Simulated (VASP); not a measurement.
# Y (P6_3/mmc) in VASP: single point with PBEsol

Aim: the single point of Y with PBEsol.

Everything below comes from runs of VASP 6.6.1. Logs are shortened: lines on timing, memory, paths and dates and some standing lists are left out, and cuts for length are marked.

**1. The cell of the first run**

Symmetry: P6_3/mmc, No. 194, hexagonal system. Conventional cell: a = 3.586 Å, b = 3.586 Å, c = 5.634 Å, α = 90.00°, β = 90.00°, γ = 120.00°. Y (site symmetry -6m2) has 12 Y at 3.50 to 3.59 Å within 4.6 Å.

**2. Single point, PBEsol**

INCAR

```
SYSTEM = Y
PREC = Accurate
ENCUT = 520
EDIFF = 1E-6
ISMEAR = -1
SIGMA = 0.1
LREAL = .FALSE.
LASPH = .TRUE.
NELM = 80
ALGO = Normal
ISIF = 2
LWAVE = .FALSE.
LCHARG = .TRUE.
GGA = PS
LELF = .TRUE.
LVHAR = .TRUE.
NBANDS = 18
```

KPOINTS

```
Automatic mesh
0
G
  14 14 8
  0 0 0
```

POSCAR

```
Y
1.0
    3.5857169174      0.0000000000      0.0000000000
   -1.7928584587      3.1053219412      0.0000000000
    0.0000000000      0.0000000000      5.6336868343
Y
2
Direct
    0.3333333333      0.6666666667      0.2500000000
    0.6666666667      0.3333333333      0.7500000000
```

Potentials or basis: VASP PAW PBE potentials, release 64 (Y_sv).

The run is started by

```sh
> cat potpaw_PBE.64/Y_sv/POTCAR > POTCAR
> mpirun -np 1 vasp_std > vasp.out
```

OUTCAR:

```text
SYSTEM = Y
   PREC = Accurate
   ENCUT = 520
   EDIFF = 1E-6
   ISMEAR = -1
   LREAL = .FALSE.
   LASPH = .TRUE.
   NELM = 80
   ISIF = 2
   GGA = PS

 ion  position               nearest neighbor table
   1  0.333  0.667  0.250-   2 3.50   2 3.50   2 3.50   2 3.50   2 3.50   2 3.50
   2  0.667  0.333  0.750-   1 3.50   1 3.50   1 3.50   1 3.50   1 3.50   1 3.50

  LATTYP: Found a hexagonal cell.
 ALAT       =     3.5857169174
 C/A-ratio  =     1.5711465696

  Lattice vectors:

 A1 = (   3.5857169174,   0.0000000000,   0.0000000000)
 A2 = (  -1.7928584587,   3.1053219412,   0.0000000000)
 A3 = (   0.0000000000,   0.0000000000,   5.6336868343)

Analysis of symmetry for initial positions (statically):
=====================================================================
 Subroutine PRICEL returns:
 Original cell was already a primitive cell.

 Routine SETGRP: Setting up the symmetry group for a
 hexagonal supercell.

 Subroutine GETGRP returns: Found 24 space group operations
 (whereof 12 operations were pure point group operations)
 out of a pool of 24 trial point group operations.

The static configuration has the point symmetry D_3d.
 The point group associated with its full space group is D_6h.

Analysis of symmetry for dynamics (positions and initial velocities):
=====================================================================
 Subroutine PRICEL returns:
 Original cell was already a primitive cell.

 Routine SETGRP: Setting up the symmetry group for a
 hexagonal supercell.

 Subroutine GETGRP returns: Found 24 space group operations
 (whereof 12 operations were pure point group operations)
 out of a pool of 24 trial point group operations.

The dynamic configuration has the point symmetry D_3d.
 The point group associated with its full space group is D_6h.

 Subroutine INISYM returns: Found 24 space group operations
 (whereof 12 operations are pure point group operations),
 and found     1 'primitive' translations

----------------------------------------------------------------------------------------

                                     Primitive cell

  volume of cell :      62.7300

  direct lattice vectors                    reciprocal lattice vectors
     3.585716917  0.000000000  0.000000000     0.278884257  0.161013901  0.000000000
    -1.792858459  3.105321941  0.000000000     0.000000000  0.322027802  0.000000000
     0.000000000  0.000000000  5.633686834     0.000000000  0.000000000  0.177503654

  length of vectors
     3.585716917  3.585716917  5.633686834     0.322027802  0.322027802  0.177503654

  position of ions in fractional coordinates (direct lattice)
     0.333333333  0.666666667  0.250000000
     0.666666667  0.333333333  0.750000000

  ion indices of the primitive-cell ions
   primitive index   ion index
                 1           1
                 2           2

----------------------------------------------------------------------------------------

 KPOINTS: Automatic mesh

Automatic generation of k-mesh.
 Grid dimensions read from file:
 generate k-points for:   14   14    8

 Generating k-lattice:

  Cartesian coordinates                     Fractional coordinates (reciprocal lattice)
     0.019920304  0.011500993  0.000000000     0.071428571 -0.000000000  0.000000000
     0.000000000  0.023001986  0.000000000     0.000000000  0.071428571  0.000000000
     0.000000000  0.000000000  0.022187957     0.000000000  0.000000000  0.125000000

  Length of vectors
     0.023001986  0.023001986  0.022187957

  Shift w.r.t. Gamma in fractional coordinates (k-lattice)
     0.000000000  0.000000000  0.000000000

 Subroutine IBZKPT returns following result:
 ===========================================

 Found    120 irreducible k-points:

 Following reciprocal coordinates:
            Coordinates               Weight
  0.000000  0.000000  0.000000      1.000000
  0.071429 -0.000000  0.000000      6.000000
  0.142857 -0.000000  0.000000      6.000000
  0.214286 -0.000000  0.000000      6.000000
  0.285714  0.000000  0.000000      6.000000
  0.357143 -0.000000  0.000000      6.000000
[... 16 lines left out ...]
  0.285714  0.285714  0.000000      6.000000
  0.357143  0.285714  0.000000      6.000000
 [... further k-points ...]
   k-points           NKPTS =    120   k-points in BZ     NKDIM =    120   number of bands    NBANDS=     18
   number of dos      NEDOS =    301   number of ions     NIONS =      2
   total plane-waves  NPLWV =  32928
   dimension x,y,z NGX =    28 NGY =   28 NGZ =   42
   dimension x,y,z NGXF=    56 NGYF=   56 NGZF=   84
   ions per type =               2
   NGX,Y,Z   is equivalent  to a cutoff of  12.98, 12.98, 12.39 a.u.
   NGXF,Y,Z  is equivalent  to a cutoff of  25.96, 25.96, 24.79 a.u.
 SYSTEM =  Y
   PREC   = accura    normal or accurate (medium, high low for compatibility)
   ISTART =      0    job   : 0-new  1-cont  2-samecut
   ICHARG =      2    charge: 1-file 2-atom 10-const
   ISPIN  =      1    spin polarized calculation?
   LNONCOLLINEAR =      F non collinear calculations
   LSORBIT =      F    spin-orbit coupling
   LASPH  =      T    aspherical Exc in radial PAW
   ENCUT  =  520.0 eV  38.22 Ry    6.18 a.u.   6.67  6.67 10.47*2*pi/ulx,y,z
   NELM   =     80;   NELMIN=  2; NELMDL= -5     # of ELM steps
   EDIFF  = 0.1E-05   stopping-criterion for ELM
   LREAL  =      F    real-space projection
   EDIFFG = 0.1E-04   stopping-criterion for IOM
   NSW    =      0    number of steps for IOM
   IBRION =     -1    ionic relax: 0-MD 1-quasi-New 2-CG
   NFREE  =      0    steps in history (QN), initial steepest desc. (CG)
   ISIF   =      2    stress and relaxation
   ISYM   =      2    0-nonsym 1-usesym 2-fastsym
   POTIM  = 0.5000    time-step for ionic-motion
   TEBEG  =    0.0;   TEEND  =   0.0 temperature during run
   PSTRESS=    0.0 pullay stress
   NELECT =      22.0000    total number of electrons
   NUPDOWN=      -1.0000    fix difference up-down
   EMIN   =  10.00;   EMAX   =-10.00  energy-range for DOS
   EFERMI =   0.00;   METHOD = LEGACY
   ISMEAR =    -1;   SIGMA  =   0.10  broadening in eV -4-tet -1-fermi 0-gaus
   EFERMI_NEDOS =   21; number of points for ismear=-14 and -15
   IALGO  =     38    algorithm
   IMIX   =      4    mixing-type and parameters
     AMIX     =   0.40;   BMIX     =  1.00
     AMIX_MAG =   1.60;   BMIX_MAG =  1.00
  volume/ion in A,a.u.               =      31.37       211.66
  Fermi-wavevector in a.u.,A,eV,Ry     =   1.154491  2.181672 18.134523  1.332850
  Thomas-Fermi vector in A             =   2.291127
   LORBIT       =      0    0 simple, 1 ext, 2 COOP (PROOUT), +10 PAW based schemes
   GGA     = PS    functional components
   LHFCALC =     F    Hartree Fock is set to
   AEXX    =    0.0000 exact exchange contribution
   IVDW    =     0    specifies the selected vdW correction
   LEPSILON=     F    determine dielectric tensor
   LRPA    =     F    only Hartree local field effects (RPA)
 non-spin polarized calculation
  energy-cutoff  :      520.00
  volume of cell :       62.73
 maximum number of plane-waves:      1717
 NGX is ok and might be reduce to    28
   NGX = 13   NGY = 13   NGZ = 21

 number of electron      22.0000001 magnetization

 Free energy of the ion-electron system (eV)
  ---------------------------------------------------
  ext. energy  EPLUGINS =         0.00000000
  ---------------------------------------------------
  free energy    TOTEN  =       -13.69988020 eV

  energy without entropy =      -13.58201947  energy(sigma->0) =      -13.64094984

 E-fermi :   3.1093     XC(G=0):  -9.7150

 val. band max:        3.1017433458   @ k =   0.4286  -0.0000   0.2500
 cond. band min:       3.1102481869   @ k =   0.2857   0.2143   0.2500
 fundamental gap:      0.0085048412
 Fermi energy:         3.1093200366

 k-point     1 :       0.0000    0.0000    0.0000
  band No.  band energies     occupation
      1     -39.3713      2.00000
      2     -39.2813      2.00000
      3     -19.7325      2.00000
      4     -19.1688      2.00000
      5     -19.1688      2.00000
      6     -19.0654      2.00000
[... 10 lines left out ...]
     17       5.9955      0.00000
     18       5.9955      0.00000

 k-point     2 :       0.0714   -0.0000    0.0000
  band No.  band energies     occupation
      1     -39.3682      2.00000
      2     -39.2801      2.00000
      3     -19.7218      2.00000
      4     -19.1908      2.00000
      5     -19.1763      2.00000
      6     -19.0887      2.00000
[... 10 lines left out ...]
     17       5.8363      0.00000
     18       5.8833      0.00000

 k-point     3 :       0.1429   -0.0000    0.0000
  band No.  band energies     occupation
      1     -39.3592      2.00000
      2     -39.2771      2.00000
      3     -19.6908      2.00000
      4     -19.2527      2.00000
      5     -19.1967      2.00000
      6     -19.1526      2.00000
[... 10 lines left out ...]
     17       5.7632      0.00000
     18       5.9315      0.00000

 k-point     4 :       0.2143   -0.0000    0.0000
  band No.  band energies     occupation
      1     -39.3458      2.00000
      2     -39.2730      2.00000
      3     -19.6427      2.00000
      4     -19.3424      2.00000
      5     -19.2418      2.00000
      6     -19.2251      2.00000
[... 375 lines left out ...]
      4     -19.4520      2.00000
      5     -19.3912      2.00000
      6     -19.3843      2.00000
[... 10 lines left out ...]
     17       8.1931      0.00000
     18       8.4938      0.00000

 k-point    23 :       0.2857    0.2857    0.0000
  band No.  band energies     occupation
      1     -39.2872      2.00000
      2     -39.2706      2.00000
      3     -19.5379      2.00000
      4     -19.4577      2.00000
      5     -19.3835      2.00000
      6     -19.3826      2.00000
[... 10 lines left out ...]
     17       8.0720      0.00000
     18       8.4364      0.00000

 k-point    24 :       0.3571    0.2857    0.0000
  band No.  band energies     occupation
      1     -39.2812      2.00000
      2     -39.2739      2.00000
      3     -19.5399      2.00000
      4     -19.4267      2.00000
      5     -19.4254      2.00000
      6     -19.3450      2.00000
[... 10 lines left out ...]
     17       8.0985      0.00000
     18       8.4259      0.00000

 [... further k-points ...]
[... 5 lines left out ...]
  --------------------------------------------------------------------------------------
  -------------------------------------------------------------------------------------
  Total        0.0025527      0.0025527     -0.1459832     -0.0000000     -0.0000000      0.0000000
  in kB        0.0651992      0.0651992     -3.7285354     -0.0000000     -0.0000000      0.0000000
  external PRESSURE =      -1.1993790 kB  Pullay stress =       0.0000000 kB

 VOLUME and BASIS-vectors are now :
 -----------------------------------------------------------------------------
  energy-cutoff  :      520.00
  volume of cell :       62.73
      direct lattice vectors                 reciprocal lattice vectors
     3.585716917  0.000000000  0.000000000     0.278884257  0.161013901  0.000000000
    -1.792858459  3.105321941  0.000000000     0.000000000  0.322027802  0.000000000
     0.000000000  0.000000000  5.633686834     0.000000000  0.000000000  0.177503654

 POSITION                                       TOTAL-FORCE (eV/Angst)
 -----------------------------------------------------------------------------------
     -0.00000      2.07021      1.40842         0.000000      0.000000      0.000000
      1.79286      1.03511      4.22527        -0.000000     -0.000000      0.000000
 -----------------------------------------------------------------------------------
    total drift:                               -0.000000      0.000000     -0.000000

  FREE ENERGIE OF THE ION-ELECTRON SYSTEM (eV)
  ---------------------------------------------------
  free  energy   TOTEN  =       -13.6998801995 eV

  energy  without entropy=      -13.5820194726  energy(sigma->0) =      -13.64094984
```

It took 2.4 min on 1 thread of Intel Xeon Platinum 8259CL at 2.50GHz (Skylake/Cascade Lake), shared host; peak memory 0.27 GiB.

What came out:

* Free energy: -13.6999 eV
* Pressure: -0.1 GPa
* Band gap on the k mesh: zero (bands 11 and 12 overlap by 1.49 eV)

Levels at points of the mesh, in eV from the Fermi level:
| k point | band 9 | band 10 | band 11 | band 12 | band 13 | band 14 |
| --- | --- | --- | --- | --- | --- | --- |
| (0.00, 0.00, 0.00) | -4.77 | -1.94 | 1.04 | 1.78 | 1.78 | 2.09 |
| (0.50, 0.00, 0.00) | -1.70 | -1.27 | -0.89 | -0.02 | 1.46 | 1.49 |
| (0.00, 0.00, 0.50) | -3.28 | -3.28 | 0.96 | 0.96 | 1.70 | 1.70 |
| (0.50, 0.00, 0.50) | -1.73 | -1.73 | 0.05 | 0.05 | 1.51 | 1.51 |

Caveat: the PAW data sets were made with another functional, which shifts forces and pressure a little.
